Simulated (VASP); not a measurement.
# NaF (Fm-3m) in VASP: notebook, part 2 of 2

VASP 6.6.1.

### 3 Single point, PBEsol

Contents of INCAR:

```
ALGO = Normal
EDIFF = 1E-6
ENCUT = 700
GGA = PS
GGA_COMPAT = False
ISIF = 2
ISMEAR = 0
ISYM = -1
LASPH = True
LCHARG = False
LREAL = False
LWAVE = False
NBANDS = 14
NELM = 120
PREC = Accurate
SIGMA = 0.01
```

Contents of KPOINTS:

```
explicit points
108
Reciprocal
  0.08333333   0.08333333   0.08333333 2
  0.08333333   0.08333333   0.25000000 2
  0.08333333   0.08333333   0.41666667 2
  0.08333333   0.08333333   0.58333333 2
  0.08333333   0.08333333   0.75000000 2
  0.08333333   0.08333333   0.91666667 2
  0.08333333   0.25000000   0.08333333 2
  0.08333333   0.25000000   0.25000000 2
  0.08333333   0.25000000   0.41666667 2
  0.08333333   0.25000000   0.58333333 2
  0.08333333   0.25000000   0.75000000 2
  0.08333333   0.25000000   0.91666667 2
  0.08333333   0.41666667   0.08333333 2
  0.08333333   0.41666667   0.25000000 2
  0.08333333   0.41666667   0.41666667 2
  0.08333333   0.41666667   0.58333333 2
  0.08333333   0.41666667   0.75000000 2
  0.08333333   0.41666667   0.91666667 2
  0.08333333   0.58333333   0.08333333 2
  0.08333333   0.58333333   0.25000000 2
  0.08333333   0.58333333   0.41666667 2
  0.08333333   0.58333333   0.58333333 2
  0.08333333   0.58333333   0.75000000 2
  0.08333333   0.58333333   0.91666667 2
  0.08333333   0.75000000   0.08333333 2
  0.08333333   0.75000000   0.25000000 2
  0.08333333   0.75000000   0.41666667 2
  0.08333333   0.75000000   0.58333333 2
  0.08333333   0.75000000   0.75000000 2
  0.08333333   0.75000000   0.91666667 2
  0.08333333   0.91666667   0.08333333 2
  0.08333333   0.91666667   0.25000000 2
  0.08333333   0.91666667   0.41666667 2
  0.08333333   0.91666667   0.58333333 2
  0.08333333   0.91666667   0.75000000 2
  0.08333333   0.91666667   0.91666667 2
  0.25000000   0.08333333   0.08333333 2
  0.25000000   0.08333333   0.25000000 2
  0.25000000   0.08333333   0.41666667 2
  0.25000000   0.08333333   0.58333333 2
  0.25000000   0.08333333   0.75000000 2
  0.25000000   0.08333333   0.91666667 2
  0.25000000   0.25000000   0.08333333 2
  0.25000000   0.25000000   0.25000000 2
  0.25000000   0.25000000   0.41666667 2
  0.25000000   0.25000000   0.58333333 2
  0.25000000   0.25000000   0.75000000 2
  0.25000000   0.25000000   0.91666667 2
  0.25000000   0.41666667   0.08333333 2
  0.25000000   0.41666667   0.25000000 2
  0.25000000   0.41666667   0.41666667 2
  0.25000000   0.41666667   0.58333333 2
  0.25000000   0.41666667   0.75000000 2
  0.25000000   0.41666667   0.91666667 2
  0.25000000   0.58333333   0.08333333 2
  0.25000000   0.58333333   0.25000000 2
  0.25000000   0.58333333   0.41666667 2
  0.25000000   0.58333333   0.58333333 2
  0.25000000   0.58333333   0.75000000 2
  0.25000000   0.58333333   0.91666667 2
  0.25000000   0.75000000   0.08333333 2
  0.25000000   0.75000000   0.25000000 2
  0.25000000   0.75000000   0.41666667 2
  0.25000000   0.75000000   0.58333333 2
  0.25000000   0.75000000   0.75000000 2
  0.25000000   0.75000000   0.91666667 2
  0.25000000   0.91666667   0.08333333 2
  0.25000000   0.91666667   0.25000000 2
  0.25000000   0.91666667   0.41666667 2
  0.25000000   0.91666667   0.58333333 2
  0.25000000   0.91666667   0.75000000 2
  0.25000000   0.91666667   0.91666667 2
  0.41666667   0.08333333   0.08333333 2
  0.41666667   0.08333333   0.25000000 2
  0.41666667   0.08333333   0.41666667 2
  0.41666667   0.08333333   0.58333333 2
  0.41666667   0.08333333   0.75000000 2
  0.41666667   0.08333333   0.91666667 2
  0.41666667   0.25000000   0.08333333 2
  0.41666667   0.25000000   0.25000000 2
  0.41666667   0.25000000   0.41666667 2
  0.41666667   0.25000000   0.58333333 2
  0.41666667   0.25000000   0.75000000 2
  0.41666667   0.25000000   0.91666667 2
  0.41666667   0.41666667   0.08333333 2
  0.41666667   0.41666667   0.25000000 2
  0.41666667   0.41666667   0.41666667 2
  0.41666667   0.41666667   0.58333333 2
  0.41666667   0.41666667   0.75000000 2
  0.41666667   0.41666667   0.91666667 2
  0.41666667   0.58333333   0.08333333 2
  0.41666667   0.58333333   0.25000000 2
  0.41666667   0.58333333   0.41666667 2
  0.41666667   0.58333333   0.58333333 2
  0.41666667   0.58333333   0.75000000 2
  0.41666667   0.58333333   0.91666667 2
  0.41666667   0.75000000   0.08333333 2
  0.41666667   0.75000000   0.25000000 2
  0.41666667   0.75000000   0.41666667 2
  0.41666667   0.75000000   0.58333333 2
  0.41666667   0.75000000   0.75000000 2
  0.41666667   0.75000000   0.91666667 2
  0.41666667   0.91666667   0.08333333 2
  0.41666667   0.91666667   0.25000000 2
  0.41666667   0.91666667   0.41666667 2
  0.41666667   0.91666667   0.58333333 2
  0.41666667   0.91666667   0.75000000 2
  0.41666667   0.91666667   0.91666667 2
```

Contents of POSCAR:

```
NaF
1.0
    0.0000000000      2.2971680881      2.2971680881
    2.2971680881      0.0000000000      2.2971680881
    2.2971680881      2.2971680881      0.0000000000
Na F
1 1
Direct
    0.0000000000      0.0000000000      0.0000000000
    0.5000000000      0.5000000000      0.5000000000
```

Potentials or basis: VASP PAW PBE potentials, release 64 (Na_pv, F).

Launch:

```sh
$ cat potpaw_PBE.64/Na_pv/POTCAR potpaw_PBE.64/F/POTCAR > POTCAR
$ mpirun -np 1 vasp_std > vasp.out
```

OUTCAR:

```text
EDIFF = 1E-6
   ENCUT = 700
   GGA = PS
   ISIF = 2
   ISMEAR = 0
   ISYM = -1
   LASPH = True
   LREAL = False
   NELM = 120
   PREC = Accurate

 ion  position               nearest neighbor table
   1  0.000  0.000  0.000-   2 2.30   2 2.30   2 2.30   2 2.30   2 2.30   2 2.30
   2  0.500  0.500  0.500-   1 2.30   1 2.30   1 2.30   1 2.30   1 2.30   1 2.30

IMPORTANT INFORMATION: All symmetrisations will be switched off!
NOSYMM: (Re-)initialisation of all symmetry stuff for point group C_1.

----------------------------------------------------------------------------------------

                                     Primitive cell

  volume of cell :      24.2442

  direct lattice vectors                    reciprocal lattice vectors
     0.000000000  2.297168088  2.297168088    -0.217659301  0.217659301  0.217659301
     2.297168088  0.000000000  2.297168088     0.217659301 -0.217659301  0.217659301
     2.297168088  2.297168088  0.000000000     0.217659301  0.217659301 -0.217659301

  length of vectors
     3.248686265  3.248686265  3.248686265     0.376996968  0.376996968  0.376996968

  position of ions in fractional coordinates (direct lattice)
     0.000000000  0.000000000  0.000000000
     0.500000000  0.500000000  0.500000000

  ion indices of the primitive-cell ions
   primitive index   ion index
                 1           1
                 2           2

----------------------------------------------------------------------------------------

 KPOINTS: explicit points

Read explicit list of k-points.

 Found    108 k-points:

 Following reciprocal coordinates:
            Coordinates               Weight
  0.083333  0.083333  0.083333      0.009259
  0.083333  0.083333  0.250000      0.009259
  0.083333  0.083333  0.416667      0.009259
  0.083333  0.083333  0.583333      0.009259
  0.083333  0.083333  0.750000      0.009259
  0.083333  0.083333  0.916667      0.009259
[... 16 lines left out ...]
  0.083333  0.583333  0.750000      0.009259
  0.083333  0.583333  0.916667      0.009259
 [... further k-points ...]
   k-points           NKPTS =    108   k-points in BZ     NKDIM =    108   number of bands    NBANDS=     14
   number of dos      NEDOS =    301   number of ions     NIONS =      2
   total plane-waves  NPLWV =  21952
   dimension x,y,z NGX =    28 NGY =   28 NGZ =   28
   dimension x,y,z NGXF=    56 NGYF=   56 NGZF=   56
   ions per type =               1   1
   NGX,Y,Z   is equivalent  to a cutoff of  14.33, 14.33, 14.33 a.u.
   NGXF,Y,Z  is equivalent  to a cutoff of  28.66, 28.66, 28.66 a.u.
 SYSTEM =  unknown system
   PREC   = accura    normal or accurate (medium, high low for compatibility)
   ISTART =      0    job   : 0-new  1-cont  2-samecut
   ICHARG =      2    charge: 1-file 2-atom 10-const
   ISPIN  =      1    spin polarized calculation?
   LNONCOLLINEAR =      F non collinear calculations
   LSORBIT =      F    spin-orbit coupling
   LASPH  =      T    aspherical Exc in radial PAW
   ENCUT  =  700.0 eV  51.45 Ry    7.17 a.u.   7.01  7.01  7.01*2*pi/ulx,y,z
   NELM   =    120;   NELMIN=  2; NELMDL= -5     # of ELM steps
   EDIFF  = 0.1E-05   stopping-criterion for ELM
   LREAL  =      F    real-space projection
   EDIFFG = 0.1E-04   stopping-criterion for IOM
   NSW    =      0    number of steps for IOM
   IBRION =     -1    ionic relax: 0-MD 1-quasi-New 2-CG
   NFREE  =      0    steps in history (QN), initial steepest desc. (CG)
   ISIF   =      2    stress and relaxation
   ISYM   =     -1    0-nonsym 1-usesym 2-fastsym
   POTIM  = 0.5000    time-step for ionic-motion
   TEBEG  =    0.0;   TEEND  =   0.0 temperature during run
   PSTRESS=    0.0 pullay stress
   NELECT =      14.0000    total number of electrons
   NUPDOWN=      -1.0000    fix difference up-down
   EMIN   =  10.00;   EMAX   =-10.00  energy-range for DOS
   EFERMI =   0.00;   METHOD = LEGACY
   ISMEAR =     0;   SIGMA  =   0.01  broadening in eV -4-tet -1-fermi 0-gaus
   EFERMI_NEDOS =   21; number of points for ismear=-14 and -15
   IALGO  =     38    algorithm
   IMIX   =      4    mixing-type and parameters
     AMIX     =   0.40;   BMIX     =  1.00
     AMIX_MAG =   1.60;   BMIX_MAG =  1.00
  volume/ion in A,a.u.               =      12.12        81.80
  Fermi-wavevector in a.u.,A,eV,Ry     =   1.363269  2.576204 25.286442  1.858501
  Thomas-Fermi vector in A             =   2.489686
   LORBIT       =      0    0 simple, 1 ext, 2 COOP (PROOUT), +10 PAW based schemes
   GGA     = PS    functional components
   LHFCALC =     F    Hartree Fock is set to
   AEXX    =    0.0000 exact exchange contribution
   IVDW    =     0    specifies the selected vdW correction
   LEPSILON=     F    determine dielectric tensor
   LRPA    =     F    only Hartree local field effects (RPA)
 non-spin polarized calculation
 Gauss-broadening in eV      SIGMA  =   0.01
  energy-cutoff  :      700.00
  volume of cell :       24.24
 maximum number of plane-waves:      1027
 NGX is ok and might be reduce to    28
   NGX = 13   NGY = 13   NGZ = 13

 number of electron      14.0000002 magnetization

 Free energy of the ion-electron system (eV)
  ---------------------------------------------------
  ext. energy  EPLUGINS =         0.00000000
  ---------------------------------------------------
  free energy    TOTEN  =        -8.76986366 eV

  energy without entropy =       -8.76986366  energy(sigma->0) =       -8.76986366

 E-fermi :  -1.9495     XC(G=0):  -9.4634

 val. band max:       -2.0877680910   @ k =   0.0833   0.0833   0.0833
 cond. band min:       4.4897346021   @ k =   0.0833   0.0833   0.0833
 fundamental gap:      6.5775026931
 Fermi energy:        -1.9495453104

 k-point     1 :       0.0833    0.0833    0.0833
  band No.  band energies     occupation
      1     -21.2589      2.00000
      2     -20.7606      2.00000
      3     -20.7606      2.00000
      4     -20.6604      2.00000
      5      -2.2175      2.00000
      6      -2.0878      2.00000
      7      -2.0878      2.00000
      8       4.4897      0.00000
      9      15.9342      0.00000
     10      17.0722      0.00000
     11      17.0722      0.00000
     12      20.8660      0.00000
     13      21.8206      0.00000
     14      21.8206      0.00000

 k-point     2 :       0.0833    0.0833    0.2500
  band No.  band energies     occupation
      1     -21.4784      2.00000
      2     -20.7751      2.00000
      3     -20.7611      2.00000
      4     -20.3894      2.00000
      5      -2.7752      2.00000
      6      -2.2117      2.00000
      7      -2.1642      2.00000
      8       5.6584      0.00000
      9      13.7806      0.00000
     10      17.1026      0.00000
     11      17.8277      0.00000
     12      20.3766      0.00000
     13      21.5168      0.00000
     14      23.1279      0.00000

 k-point     3 :       0.0833    0.0833    0.4167
  band No.  band energies     occupation
      1     -21.6782      2.00000
      2     -20.7833      2.00000
      3     -20.7689      2.00000
      4     -20.1174      2.00000
      5      -3.4741      2.00000
      6      -2.3623      2.00000
      7      -2.2959      2.00000
      8       7.6796      0.00000
      9      11.6067      0.00000
     10      17.2289      0.00000
     11      18.4290      0.00000
     12      20.3223      0.00000
     13      20.9445      0.00000
     14      23.0057      0.00000
[... 324 lines left out ...]
 k-point    23 :       0.0833    0.5833    0.7500
  band No.  band energies     occupation
      1     -21.4067      2.00000
      2     -20.8290      2.00000
      3     -20.8122      2.00000
      4     -20.3563      2.00000
      5      -3.3196      2.00000
      6      -2.6040      2.00000
      7      -2.4603      2.00000
      8       9.2639      0.00000
      9      11.4192      0.00000
     10      14.4257      0.00000
     11      16.9549      0.00000
     12      18.6529      0.00000
     13      23.8895      0.00000
     14      24.5978      0.00000

 k-point    24 :       0.0833    0.5833    0.9167
  band No.  band energies     occupation
      1     -21.6639      2.00000
      2     -20.7971      2.00000
      3     -20.7786      2.00000
      4     -20.1082      2.00000
      5      -3.5391      2.00000
      6      -2.4903      2.00000
      7      -2.3579      2.00000
      8       8.6177      0.00000
      9      11.0741      0.00000
     10      16.4236      0.00000
     11      17.9523      0.00000
     12      19.9152      0.00000
     13      21.3730      0.00000
     14      24.3640      0.00000

 [... further k-points ...]

------------------------ aborting loop because EDIFF is reached ----------------------------------------

  FORCE on cell =-STRESS in cart. coord.  units (eV):
  Direction    XX          YY          ZZ          XY          YZ          ZX
  --------------------------------------------------------------------------------------
  -------------------------------------------------------------------------------------
  Total        0.1461150      0.1461146      0.1461143      0.0000311      0.0000321      0.0000323
  in kB        9.6559958      9.6559677      9.6559499      0.0020555      0.0021186      0.0021355
  external PRESSURE =       9.6559711 kB  Pullay stress =       0.0000000 kB

 VOLUME and BASIS-vectors are now :
 -----------------------------------------------------------------------------
  energy-cutoff  :      700.00
  volume of cell :       24.24
      direct lattice vectors                 reciprocal lattice vectors
     0.000000000  2.297168088  2.297168088    -0.217659301  0.217659301  0.217659301
     2.297168088  0.000000000  2.297168088     0.217659301 -0.217659301  0.217659301
     2.297168088  2.297168088  0.000000000     0.217659301  0.217659301 -0.217659301

 POSITION                                       TOTAL-FORCE (eV/Angst)
 -----------------------------------------------------------------------------------
      0.00000      0.00000      0.00000        -0.000000      0.000000      0.000000
      2.29717      2.29717      2.29717         0.000000     -0.000000     -0.000000
 -----------------------------------------------------------------------------------
    total drift:                                0.000001     -0.000001      0.000001

  FREE ENERGIE OF THE ION-ELECTRON SYSTEM (eV)
  ---------------------------------------------------
  free  energy   TOTEN  =        -8.7698636567 eV

  energy  without entropy=       -8.7698636567  energy(sigma->0) =       -8.76986366
```

Wall time 44 s (1 thread of Intel Xeon Platinum 8259CL at 2.50GHz (Skylake/Cascade Lake), shared host); peak memory 0.18 GiB.

Results:

| Property | Result |
| --- | --- |
| Free energy | -8.7699 eV |
| Pressure | 1.0 GPa |
| Band gap on the k mesh | 6.58 eV |

Caveat: the PAW data sets were made with another functional, which shifts forces and pressure a little; a shifted mesh leaves out Γ, where band edges can lie.
